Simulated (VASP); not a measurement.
Runs of VASP 6.6.1 on ZrPb2O3. The structure is that of space group P6/mmm (No. 191), or close to it. The cells are those of the table. 

| task | spin | cell | k mesh | cutoff (eV) | gap on the mesh (eV) | pressure (GPa) | relaxed volume (Å³/atom) |
| --- | --- | --- | --- | --- | --- | --- | --- |
| single point | off | a = 5.379, b = 5.379, c = 4.501 Å, angles 90.0, 90.0, 120.0°, 6 atoms | 6 × 6 × 4 | 520 | none | -4.9 | - |
| single point | off | a = 6.135, b = 6.135, c = 3.332 Å, angles 90.0, 90.0, 120.0°, 6 atoms | 6 × 6 × 4 | 520 | none | 0.1 | - |
| relaxation of cell and atoms | off | relaxed from a = 5.379, b = 5.379, c = 4.501 Å, angles 90.0, 90.0, 120.0°, 6 atoms | 6 × 6 × 4 | 600 | none | 0.0 | 18.10 |
| single point | off | a = 6.234, b = 6.234, c = 3.262 Å, angles 90.0, 90.0, 120.0°, 6 atoms | 3 × 3 × 6 | 520 | none | 0.1 | - |
| single point | collinear, ferromagnetic start | a = 6.234, b = 6.234, c = 3.262 Å, angles 90.0, 90.0, 120.0°, 6 atoms | 3 × 3 × 6 | 520 | none | 0.1 | - |
| relaxation of cell and atoms | off | relaxed from a = 6.135, b = 6.135, c = 3.332 Å, angles 90.0, 90.0, 120.0°, 6 atoms | 3 × 3 × 6 | 600 | none | 0.1 | (a) |

Alike in all rows: level PBE; potentials or basis VASP PAW PBE potentials, release 64 (Zr_sv, Pb_d, O); smearing gaussian 0.1 eV.

Problem. Estimate the missing entries.

Solution. (a) 18.29.

Caveats: some runs use coarse meshes; spin-orbit coupling is left out, which moves the levels of the heavy elements.

A k mesh can miss the band edges, and the runs leave out spin-orbit coupling on Pb, Zr.

A gap of «none» marks levels without a gap at the run's occupations.
